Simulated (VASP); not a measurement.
Write the native input for VASP 6.6.1 that does the following.

```yaml
Task: relaxation of shape and atoms at fixed volume
Functional: PBE
Potentials_or_basis: VASP PAW PBE potentials, release 64 (Mg, S)
Cutoff: 600 eV
k_mesh: 6 × 6 × 2
Occupations: gaussian, width 0.02 eV
Spin: no spin polarisation
Dipole_correction: no
Further_INCAR_settings: ALGO = Normal; EDIFF = 1e-06; IBRION = 2; EDIFFG = -0.01; NSW = 50; ISIF = 4
```

The structure of MgS lies in POSCAR:

```
MgS
1.0
    3.8751288192      0.0000000000      0.0000000000
   -1.9375644096      3.3559600004      0.0000000000
    0.0000000000      0.0000000000     12.5139263212
Mg S
4 4
Direct
    0.0000000000      0.0000000000      0.0950220923
    0.0000000000      0.0000000000      0.5950220923
    0.3333333333      0.6666666667      0.3441045010
    0.6666666667      0.3333333333      0.8441045010
    0.0000000000      0.0000000000      0.4056304432
    0.0000000000      0.0000000000      0.9056304432
    0.3333333333      0.6666666667      0.1552429636
    0.6666666667      0.3333333333      0.6552429636
```

The input as run:

INCAR

```
SYSTEM = MgS
ALGO = Normal
EDIFF = 1E-6
EDIFFG = -0.01
ENCUT = 600
GGA = PE
IBRION = 2
ISIF = 4
ISMEAR = 0
LASPH = .TRUE.
LCHARG = .FALSE.
LREAL = .FALSE.
LWAVE = .FALSE.
NELM = 60
NSW = 50
PREC = Accurate
SIGMA = 0.02
```

KPOINTS

```
k-points
0
G
  6 6 2
  0 0 0
```

Potentials or basis: VASP PAW PBE potentials, release 64 (Mg, S).

Run with:

```bash
$ cat potpaw_PBE.64/Mg/POTCAR potpaw_PBE.64/S/POTCAR > POTCAR
$ mpirun -np 1 vasp_std > vasp.out
```

It gave:

```
Energy gained by relaxing    : 0.0 meV/atom
Ionic steps                  : 11
Pressure after relaxing      : 9.0 GPa
Largest force after relaxing : 0.008 eV/Å
Band gap on the k mesh       : 3.99 eV
```

Run time: 4 min on 1 thread of Intel(R) Xeon(R) Platinum 8488C (Sapphire Rapids) (shared host), peak memory 0.33 GiB.
